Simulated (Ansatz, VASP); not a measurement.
Two plane-wave programs on AlN

The input INCAR:

```
ALGO = Normal
EDIFF = 1E-6
ENCUT = 520
GGA = PS
ISIF = 2
ISMEAR = 0
LASPH = T
LCHARG = T
LELF = T
LREAL = F
LVHAR = T
LWAVE = F
NBANDS = 16
NELM = 60
PREC = Accurate
SIGMA = 0.05
```

File KPOINTS:

```
k-points
0
Gamma
  9 9 6
```

Contents of POSCAR:

```
AlN
1.0
    3.4005000000      0.0000000000      0.0000000000
   -1.7002500000      2.9449193856      0.0000000000
    0.0000000000      0.0000000000      4.0158000000
Al N
2 2
Direct
    0.3333333333      0.6666666667      0.7500000000
    0.6666666667      0.3333333333      0.2500000000
    0.3333333333      0.6666666667      0.2500000000
    0.6666666667      0.3333333333      0.7500000000
```

Input for Ansatz:

```yaml
crystal:
  lattice:
    - [3.4005, 0.0, 0.0]
    - [-1.70025, 2.9449193856, 0.0]
    - [0.0, 0.0, 4.0158]
  atoms:
    - { symbol: Al, position: [0.3333333333, 0.6666666667, 0.75] }
    - { symbol: Al, position: [0.6666666667, 0.3333333333, 0.25] }
    - { symbol: "N", position: [0.3333333333, 0.6666666667, 0.25] }
    - { symbol: "N", position: [0.6666666667, 0.3333333333, 0.75] }
basis:
  ecutwfc: 520.0
kpoints:
  mp_grid: { grid: [9, 9, 6] }
hamiltonian:
  xc: pbesol
  pseudopotentials: { kind: paw, azcp: { folder: soft_1 } }
scf:
  occupations: { method: gaussian, width: 0.05 }
output:
  forces: true
  stress: true
  eigenvalues: true
```

Alike in both runs: task single point; functional PBEsol; k mesh 9 × 9 × 6; occupations gaussian, width 0.05 eV; no spin polarisation.

|  | VASP | Ansatz |
| --- | --- | --- |
| version | VASP 6.6.1 | Ansatz 0.2.0 |
| potentials or method | VASP PAW PBE potentials, release 64 (Al, N), cutoff 520 eV | scalar-relativistic, plane waves, PAW |
| valence electrons in the cell | 16 | 16 |

```csv
,VASP,Ansatz,Ansatz less VASP
gap on the k mesh at the Fermi level (eV),3.32,3.30,-0.011
least direct gap on the mesh (eV),3.32,3.30,-0.011
pressure (GPa),-5.9,-5.9,0.00
"traceless stress, the component that is largest in VASP (GPa)",8.08,7.99,-0.091
```

VASP's potentials were made for PBE, not for PBEsol, and Ansatz warns of the same on its side. The functional is the same, so the differences come from potentials, cutoffs and numerics.
